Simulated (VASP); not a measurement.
# WSe2 (P6_3/mmc) in VASP: further runs, part 3 of 3

VASP 6.6.1. The steps go on from the part before.

### 6 Electric field gradients, PBEsol (20.47 Å³/atom)

This run uses another cell than the first one, of 20.47 Å³/atom.

INCAR

```
SYSTEM = WSe2
ALGO = Normal
EDIFF = 1E-8
ENCUT = 520
GGA = PS
ISIF = 2
ISMEAR = -1
LASPH = .True.
LCHARG = .False.
LEFG = .True.
LREAL = .False.
LWAVE = .False.
NBANDS = 35
NELM = 60
PREC = Accurate
SIGMA = 0.08
```

KPOINTS

```
k-points
0
Gamma
  11 11 3
  0 0 0
```

POSCAR

```
WSe2
1.0
    3.3009287582      0.0000000000      0.0000000000
   -1.6504643790      2.8586881606      0.0000000000
    0.0000000000      0.0000000000     13.0130900175
W Se
2 4
Direct
    0.3333333333      0.6666666667      0.2500000000
    0.6666666667      0.3333333333      0.7500000000
    0.3333333333      0.6666666667      0.6210000000
    0.6666666667      0.3333333333      0.1210000000
    0.3333333333      0.6666666667      0.8790000000
    0.6666666667      0.3333333333      0.3790000000
```

Potentials or basis: VASP PAW PBE potentials, release 64 (W_sv, Se).

Launch:

```
> cat potpaw_PBE.64/W_sv/POTCAR potpaw_PBE.64/Se/POTCAR > POTCAR
> mpirun -np 1 vasp_std > vasp.out
```

OUTCAR:

```text
SYSTEM = WSe2
   EDIFF = 1E-8
   ENCUT = 520
   GGA = PS
   ISIF = 2
   ISMEAR = -1
   LASPH = .True.
   LREAL = .False.
   NELM = 60
   PREC = Accurate

 ion  position               nearest neighbor table
   1  0.333  0.667  0.250-   4 2.54   6 2.54   4 2.54   6 2.54   4 2.54   6 2.54
   2  0.667  0.333  0.750-   3 2.54   5 2.54   3 2.54   5 2.54   3 2.54   5 2.54
   3  0.333  0.667  0.621-   2 2.54   2 2.54   2 2.54
   4  0.667  0.333  0.121-   1 2.54   1 2.54   1 2.54
   5  0.333  0.667  0.879-   2 2.54   2 2.54   2 2.54
   6  0.667  0.333  0.379-   1 2.54   1 2.54   1 2.54

  LATTYP: Found a hexagonal cell.
 ALAT       =     3.3009287582
 C/A-ratio  =     3.9422510968
[... 1154 lines left out ...]
   3      36.605    36.605   -73.210    -0.000     0.000    -0.000
   4      36.605    36.605   -73.210    -0.000    -0.000     0.000
   5      36.605    36.605   -73.210    -0.000    -0.000     0.000
   6      36.605    36.605   -73.210    -0.000     0.000    -0.000
---------------------------------------------------------------------

 Electric field gradients after diagonalization (V/A^2)
 (convention: |V_zz| > |V_xx| > |V_yy|)
----------------------------------------------------------------------
 ion       V_xx      V_yy      V_zz     asymmetry (V_yy - V_xx)/ V_zz
----------------------------------------------------------------------
   1      75.193    75.191  -150.384       0.000
   2      75.193    75.191  -150.384       0.000
   3      36.605    36.605   -73.210       0.000
   4      36.605    36.605   -73.210       0.000
   5      36.605    36.605   -73.210       0.000
   6      36.605    36.605   -73.210       0.000
----------------------------------------------------------------------

           NMR quadrupolar parameters

 Cq : quadrupolar parameter    Cq=e*Q*V_zz/h
 eta: asymmetry parameters     (V_yy - V_xx)/ V_zz
 Q  : nuclear electric quadrupole moment in mb (millibarn)
----------------------------------------------------------------------
 ion       Cq(MHz)       eta       Q (mb)
----------------------------------------------------------------------
   1      -0.364       0.000       1.000
   2      -0.364       0.000       1.000
   3      -0.177       0.000       1.000
   4      -0.177       0.000       1.000
   5      -0.177       0.000       1.000
   6      -0.177       0.000       1.000
----------------------------------------------------------------------
```

OSZICAR:

```text
N       E                     dE             d eps       ncg     rms          rms(c)
DAV:   1     0.495794217144E+03    0.49579E+03   -0.27745E+04  2464   0.144E+03
DAV:   2    -0.171965832190E+02   -0.51299E+03   -0.49645E+03  2631   0.391E+02
DAV:   3    -0.478605071798E+02   -0.30664E+02   -0.30080E+02  2727   0.896E+01
DAV:   4    -0.485534581891E+02   -0.69295E+00   -0.68922E+00  2663   0.138E+01
DAV:   5    -0.485625492749E+02   -0.90911E-02   -0.90766E-02  2696   0.169E+00    0.300E+01
DAV:   6    -0.469627145046E+02    0.15998E+01   -0.59881E+00  2504   0.160E+01    0.105E+01
DAV:   7    -0.467234768390E+02    0.23924E+00   -0.28326E+00  2366   0.810E+00    0.560E+00
DAV:   8    -0.465319610511E+02    0.19152E+00   -0.40297E-01  2509   0.430E+00    0.128E+00
DAV:   9    -0.465334126689E+02   -0.14516E-02   -0.63074E-02  2641   0.117E+00    0.868E-01
DAV:  10    -0.465315739076E+02    0.18388E-02   -0.13126E-02  2472   0.778E-01    0.159E-01
DAV:  11    -0.465315493142E+02    0.24593E-04   -0.16344E-03  2445   0.260E-01    0.173E-01
DAV:  12    -0.465315011581E+02    0.48156E-04   -0.60896E-05  2585   0.493E-02    0.109E-01
DAV:  13    -0.465314920221E+02    0.91360E-05   -0.73284E-05  2493   0.519E-02    0.614E-03
DAV:  14    -0.465314926035E+02   -0.58144E-06   -0.41774E-06  2729   0.107E-02    0.756E-03
DAV:  15    -0.465314925447E+02    0.58833E-07   -0.26716E-07  2609   0.282E-03    0.724E-03
DAV:  16    -0.465314925922E+02   -0.47475E-07   -0.17719E-07  2449   0.218E-03    0.214E-03
DAV:  17    -0.465314925903E+02    0.19063E-08   -0.23685E-08  1976   0.804E-04
   1 F= -.46531493E+02 E0= -.46531433E+02  d E =-.119607E-03
```

It took 2.9 min on 1 thread of Intel Xeon Platinum 8259CL at 2.50GHz (Skylake/Cascade Lake), shared host; peak memory 0.32 GiB.

What came out:

```
Free energy                             : -46.5315 eV
Pressure                                : -2.2 GPa
Largest force                           : 0.233 eV/Å
Band gap on the k mesh                  : 0.92 eV (least direct gap 1.71 eV)
Largest electric field gradient by atom : W -150.4; Se -73.2 V/Å²
```

Forces in eV/Å, atoms in the order of the input:
```
W    0.000  0.000  0.000
W    0.000  0.000  0.000
Se   0.000  0.000  0.233
Se   0.000  0.000  0.233
Se   0.000  0.000 -0.233
Se   0.000  0.000 -0.233
```

Electric field gradients, principal values (V/Å²):
| atom | least | middle | greatest (by size) |
| --- | --- | --- | --- |
| 1 W | 75.191 | 75.193 | -150.384 |
| 2 W | 75.191 | 75.193 | -150.384 |
| 3 Se | 36.605 | 36.605 | -73.210 |
| 4 Se | 36.605 | 36.605 | -73.210 |
| 5 Se | 36.605 | 36.605 | -73.210 |
| 6 Se | 36.605 | 36.605 | -73.210 |

Caveat: without QUAD_EFG the Cq values of the log hold for a quadrupole moment of 1 mb, not for the nuclei; the PAW data sets were made with another functional, which shifts forces and pressure a little; spin-orbit coupling is left out, which moves the levels of the heavy elements; this functional lacks dispersion, which binds layers or chains, so the pressure and a relaxed spacing across them are unreliable.

### 7 Overview

| cell | gap on the mesh (eV) | pressure (GPa) | largest force (eV/Å) |
| --- | --- | --- | --- |
| a = 3.268, b = 3.268, c = 12.883 Å, angles 90.0, 90.0, 120.0°, 6 atoms | 0.89 | 2.1 | 0.27 |
| a = 3.279, b = 3.279, c = 12.927 Å, angles 90.0, 90.0, 120.0°, 6 atoms | 0.90 | 0.6 | 0.10 |
| a = 3.301, b = 3.301, c = 13.013 Å, angles 90.0, 90.0, 120.0°, 6 atoms | 0.92 | -2.2 | 0.23 |

Alike in all rows: task electric field gradients; level PBEsol; potentials or basis VASP PAW PBE potentials, release 64 (W_sv, Se); no spin polarisation; k mesh 11 × 11 × 3; cutoff (eV) 520; smearing fermi-dirac 0.08 eV.

Caveats: the PAW data sets were made with another functional, which shifts forces and pressure a little; spin-orbit coupling is left out, which moves the levels of the heavy elements; this functional lacks dispersion, which binds layers or chains, so the pressure and a relaxed spacing across them are unreliable.

Absolute energies hang on the potentials; compare differences alone.
